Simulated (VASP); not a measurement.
# GaN (zincblende type) (F-43m) in VASP: a series of runs

The runs below take GaN (zincblende type) through single point, relaxation of cell and atoms, with PBE.

All numbers are computed with VASP 6.6.1; they aren't measurements. Logs are shortened: lines on timing, memory, paths and dates and some standing lists are left out, and cuts for length are marked.

## Step 1: The cell of the first run

Symmetry: F-43m, No. 216, cubic system. Conventional cell: a = 4.548 Å, b = 4.548 Å, c = 4.548 Å, α = 90.00°, β = 90.00°, γ = 90.00°. Ga (site symmetry -43m) has 4 N at 1.97 Å within 2.6 Å. N (site symmetry -43m) has 4 Ga at 1.97 Å within 2.6 Å.

## Step 2: Single point, PBE

Contents of INCAR:

```
SYSTEM = GaN
PREC = Accurate ; ENCUT = 520
EDIFF = 1E-6 ; ISMEAR = -1
SIGMA = 0.02 ; LREAL = .FALSE.
LASPH = .TRUE. ; NELM = 80
ALGO = Normal ; ISIF = 2
LWAVE = .FALSE. ; LCHARG = .TRUE.
GGA = PE ; LELF = .TRUE.
LVHAR = .TRUE. ; NBANDS = 16
```

Contents of KPOINTS:

```
regular mesh
0
G
  13 13 13
  0 0 0
```

Contents of POSCAR:

```
GaN
1.0
    0.0000000000      2.2742431744      2.2742431744
    2.2742431744      0.0000000000      2.2742431744
    2.2742431744      2.2742431744      0.0000000000
Ga N
1 1
Direct
    0.0000000000      0.0000000000      0.0000000000
    0.2500000000      0.2500000000      0.2500000000
```

Potentials or basis: VASP PAW PBE potentials, release 64 (Ga_d, N).

Started as:

```sh
cat potpaw_PBE.64/Ga_d/POTCAR potpaw_PBE.64/N/POTCAR > POTCAR
mpirun -np 1 vasp_std > vasp.out
```

OUTCAR:

```text
SYSTEM = GaN
   PREC = Accurate
   ENCUT = 520
   EDIFF = 1E-6
   ISMEAR = -1
   LREAL = .FALSE.
   LASPH = .TRUE.
   NELM = 80
   ISIF = 2
   GGA = PE

 ion  position               nearest neighbor table
   1  0.000  0.000  0.000-   2 1.97   2 1.97   2 1.97   2 1.97
   2  0.250  0.250  0.250-   1 1.97   1 1.97   1 1.97   1 1.97

  LATTYP: Found a face centered cubic cell.
 ALAT       =     4.5484863488

  Lattice vectors:

 A1 = (   0.0000000000,   2.2742431744,   2.2742431744)
 A2 = (   2.2742431744,   0.0000000000,   2.2742431744)
 A3 = (   2.2742431744,   2.2742431744,   0.0000000000)

Analysis of symmetry for initial positions (statically):
=====================================================================
 Subroutine PRICEL returns:
 Original cell was already a primitive cell.

 Routine SETGRP: Setting up the symmetry group for a
 face centered cubic supercell.

 Subroutine GETGRP returns: Found 24 space group operations
 (whereof 24 operations were pure point group operations)
 out of a pool of 48 trial point group operations.

The static configuration has the point symmetry T_d .

Analysis of symmetry for dynamics (positions and initial velocities):
=====================================================================
 Subroutine PRICEL returns:
 Original cell was already a primitive cell.

 Routine SETGRP: Setting up the symmetry group for a
 face centered cubic supercell.

 Subroutine GETGRP returns: Found 24 space group operations
 (whereof 24 operations were pure point group operations)
 out of a pool of 48 trial point group operations.

The dynamic configuration has the point symmetry T_d .

 Subroutine INISYM returns: Found 24 space group operations
 (whereof 24 operations are pure point group operations),
 and found     1 'primitive' translations

----------------------------------------------------------------------------------------

                                     Primitive cell

  volume of cell :      23.5256

  direct lattice vectors                    reciprocal lattice vectors
     0.000000000  2.274243174  2.274243174    -0.219853359  0.219853359  0.219853359
     2.274243174  0.000000000  2.274243174     0.219853359 -0.219853359  0.219853359
     2.274243174  2.274243174  0.000000000     0.219853359  0.219853359 -0.219853359

  length of vectors
     3.216265541  3.216265541  3.216265541     0.380797187  0.380797187  0.380797187

  position of ions in fractional coordinates (direct lattice)
     0.000000000  0.000000000  0.000000000
     0.250000000  0.250000000  0.250000000

  ion indices of the primitive-cell ions
   primitive index   ion index
                 1           1
                 2           2

----------------------------------------------------------------------------------------

 KPOINTS: regular mesh

Automatic generation of k-mesh.
 Grid dimensions read from file:
 generate k-points for:   13   13   13

 Generating k-lattice:

  Cartesian coordinates                     Fractional coordinates (reciprocal lattice)
    -0.016911797  0.016911797  0.016911797     0.076923077  0.000000000  0.000000000
     0.016911797 -0.016911797  0.016911797     0.000000000  0.076923077  0.000000000
     0.016911797  0.016911797 -0.016911797     0.000000000  0.000000000  0.076923077

  Length of vectors
     0.029292091  0.029292091  0.029292091

  Shift w.r.t. Gamma in fractional coordinates (k-lattice)
     0.000000000  0.000000000  0.000000000

 Subroutine IBZKPT returns following result:
 ===========================================

 Found     84 irreducible k-points:

 Following reciprocal coordinates:
            Coordinates               Weight
  0.000000  0.000000  0.000000      1.000000
  0.076923  0.000000  0.000000      8.000000
  0.153846  0.000000  0.000000      8.000000
  0.230769  0.000000  0.000000      8.000000
  0.307692  0.000000  0.000000      8.000000
  0.384615  0.000000  0.000000      8.000000
[... 16 lines left out ...]
  0.384615  0.153846  0.000000     24.000000
  0.461538  0.153846  0.000000     24.000000
 [... further k-points ...]
   k-points           NKPTS =     84   k-points in BZ     NKDIM =     84   number of bands    NBANDS=     16
   number of dos      NEDOS =    301   number of ions     NIONS =      2
   total plane-waves  NPLWV =  13824
   dimension x,y,z NGX =    24 NGY =   24 NGZ =   24
   dimension x,y,z NGXF=    48 NGYF=   48 NGZF=   48
   ions per type =               1   1
   NGX,Y,Z   is equivalent  to a cutoff of  12.41, 12.41, 12.41 a.u.
   NGXF,Y,Z  is equivalent  to a cutoff of  24.81, 24.81, 24.81 a.u.
 SYSTEM =  GaN
   PREC   = accura    normal or accurate (medium, high low for compatibility)
   ISTART =      0    job   : 0-new  1-cont  2-samecut
   ICHARG =      2    charge: 1-file 2-atom 10-const
   ISPIN  =      1    spin polarized calculation?
   LNONCOLLINEAR =      F non collinear calculations
   LSORBIT =      F    spin-orbit coupling
   LASPH  =      T    aspherical Exc in radial PAW
   ENCUT  =  520.0 eV  38.22 Ry    6.18 a.u.   5.98  5.98  5.98*2*pi/ulx,y,z
   NELM   =     80;   NELMIN=  2; NELMDL= -5     # of ELM steps
   EDIFF  = 0.1E-05   stopping-criterion for ELM
   LREAL  =      F    real-space projection
   EDIFFG = 0.1E-04   stopping-criterion for IOM
   NSW    =      0    number of steps for IOM
   IBRION =     -1    ionic relax: 0-MD 1-quasi-New 2-CG
   NFREE  =      0    steps in history (QN), initial steepest desc. (CG)
   ISIF   =      2    stress and relaxation
   ISYM   =      2    0-nonsym 1-usesym 2-fastsym
   POTIM  = 0.5000    time-step for ionic-motion
   TEBEG  =    0.0;   TEEND  =   0.0 temperature during run
   PSTRESS=    0.0 pullay stress
   NELECT =      18.0000    total number of electrons
   NUPDOWN=      -1.0000    fix difference up-down
   EMIN   =  10.00;   EMAX   =-10.00  energy-range for DOS
   EFERMI =   0.00;   METHOD = LEGACY
   ISMEAR =    -1;   SIGMA  =   0.02  broadening in eV -4-tet -1-fermi 0-gaus
   EFERMI_NEDOS =   21; number of points for ismear=-14 and -15
   IALGO  =     38    algorithm
   IMIX   =      4    mixing-type and parameters
     AMIX     =   0.40;   BMIX     =  1.00
     AMIX_MAG =   1.60;   BMIX_MAG =  1.00
  volume/ion in A,a.u.               =      11.76        79.38
  Fermi-wavevector in a.u.,A,eV,Ry     =   1.497334  2.829552 30.504397  2.242010
  Thomas-Fermi vector in A             =   2.609236
   LORBIT       =      0    0 simple, 1 ext, 2 COOP (PROOUT), +10 PAW based schemes
   GGA     = PE    functional components
   LHFCALC =     F    Hartree Fock is set to
   AEXX    =    0.0000 exact exchange contribution
   IVDW    =     0    specifies the selected vdW correction
   LEPSILON=     F    determine dielectric tensor
   LRPA    =     F    only Hartree local field effects (RPA)
 non-spin polarized calculation
  energy-cutoff  :      520.00
  volume of cell :       23.53
 maximum number of plane-waves:       646
   NGX = 11   NGY = 11   NGZ = 11

 number of electron      17.9999986 magnetization

 Free energy of the ion-electron system (eV)
  ---------------------------------------------------
  ext. energy  EPLUGINS =         0.00000000
  ---------------------------------------------------
  free energy    TOTEN  =       -12.15364485 eV

  energy without entropy =      -12.15364485  energy(sigma->0) =      -12.15364485

 E-fermi :   5.4167     XC(G=0): -11.5207

 val. band max:        4.9866589876   @ k =   0.0000   0.0000   0.0000
 cond. band min:       6.5337455645   @ k =   0.0000   0.0000   0.0000
 fundamental gap:      1.5470865769
 Fermi energy:         5.4167037267

 k-point     1 :       0.0000    0.0000    0.0000
  band No.  band energies     occupation
      1     -10.7159      2.00000
      2      -8.4357      2.00000
      3      -8.4357      2.00000
      4      -8.4357      2.00000
      5      -8.1429      2.00000
      6      -8.1429      2.00000
[... 8 lines left out ...]
     15      23.6341      0.00000
     16      23.6341      0.00000

 k-point     2 :       0.0769    0.0000    0.0000
  band No.  band energies     occupation
      1     -10.6537      2.00000
      2      -8.4281      2.00000
      3      -8.4281      2.00000
      4      -8.4124      2.00000
      5      -8.1437      2.00000
      6      -8.1437      2.00000
[... 8 lines left out ...]
     15      22.6654      0.00000
     16      22.6654      0.00000

 k-point     3 :       0.1538    0.0000    0.0000
  band No.  band energies     occupation
      1     -10.4855      2.00000
      2      -8.4084      2.00000
      3      -8.4084      2.00000
      4      -8.3259      2.00000
      5      -8.1443      2.00000
      6      -8.1443      2.00000
[... 8 lines left out ...]
     15      21.8069      0.00000
     16      21.8069      0.00000

 k-point     4 :       0.2308    0.0000    0.0000
  band No.  band energies     occupation
      1     -10.2676      2.00000
      2      -8.3849      2.00000
      3      -8.3849      2.00000
      4      -8.1404      2.00000
      5      -8.1404      2.00000
      6      -8.1310      2.00000
[... 8 lines left out ...]
     15      21.6019      0.00000
     16      21.6019      0.00000
[... 324 lines left out ...]
 k-point    22 :       0.3077    0.1538    0.0000
  band No.  band energies     occupation
      1     -10.0768      2.00000
      2      -8.3527      2.00000
      3      -8.3294      2.00000
      4      -8.2159      2.00000
      5      -8.1104      2.00000
      6      -7.8622      2.00000
[... 8 lines left out ...]
     15      23.9762      0.00000
     16      24.4363      0.00000

 k-point    23 :       0.3846    0.1538    0.0000
  band No.  band energies     occupation
      1      -9.9455      2.00000
      2      -8.3470      2.00000
      3      -8.3152      2.00000
      4      -8.1924      2.00000
      5      -8.0999      2.00000
      6      -7.4538      2.00000
[... 8 lines left out ...]
     15      23.6831      0.00000
     16      24.8297      0.00000

 k-point    24 :       0.4615    0.1538    0.0000
  band No.  band energies     occupation
      1      -9.8730      2.00000
      2      -8.3472      2.00000
      3      -8.3107      2.00000
      4      -8.1654      2.00000
      5      -8.0952      2.00000
      6      -7.0008      2.00000
[... 8 lines left out ...]
     15      23.7392      0.00000
     16      25.1244      0.00000

 [... further k-points ...]

------------------------ aborting loop because EDIFF is reached ----------------------------------------

  FORCE on cell =-STRESS in cart. coord.  units (eV):
  Direction    XX          YY          ZZ          XY          YZ          ZX
  --------------------------------------------------------------------------------------
  -------------------------------------------------------------------------------------
  Total        0.0160382      0.0160382      0.0160382      0.0000000      0.0000000     -0.0000000
  in kB        1.0922591      1.0922591      1.0922591      0.0000000      0.0000000     -0.0000000
  external PRESSURE =       1.0922591 kB  Pullay stress =       0.0000000 kB

 VOLUME and BASIS-vectors are now :
 -----------------------------------------------------------------------------
  energy-cutoff  :      520.00
  volume of cell :       23.53
      direct lattice vectors                 reciprocal lattice vectors
     0.000000000  2.274243174  2.274243174    -0.219853359  0.219853359  0.219853359
     2.274243174  0.000000000  2.274243174     0.219853359 -0.219853359  0.219853359
     2.274243174  2.274243174  0.000000000     0.219853359  0.219853359 -0.219853359

 POSITION                                       TOTAL-FORCE (eV/Angst)
 -----------------------------------------------------------------------------------
      0.00000      0.00000      0.00000         0.000000      0.000000      0.000000
      1.13712      1.13712      1.13712        -0.000000     -0.000000     -0.000000
 -----------------------------------------------------------------------------------
    total drift:                                0.000002      0.000002      0.000001

  FREE ENERGIE OF THE ION-ELECTRON SYSTEM (eV)
  ---------------------------------------------------
  free  energy   TOTEN  =       -12.1536448516 eV

  energy  without entropy=      -12.1536448516  energy(sigma->0) =      -12.15364485
```

Run time: 48 s. Hardware: 1 thread of Intel Xeon 8259CL, shared host; peak memory 0.16 GiB.

Results:

* Free energy: -12.1536 eV
* Pressure: 0.1 GPa
* Band gap on the k mesh: 1.55 eV

(Part 1 of 2 ends here.)
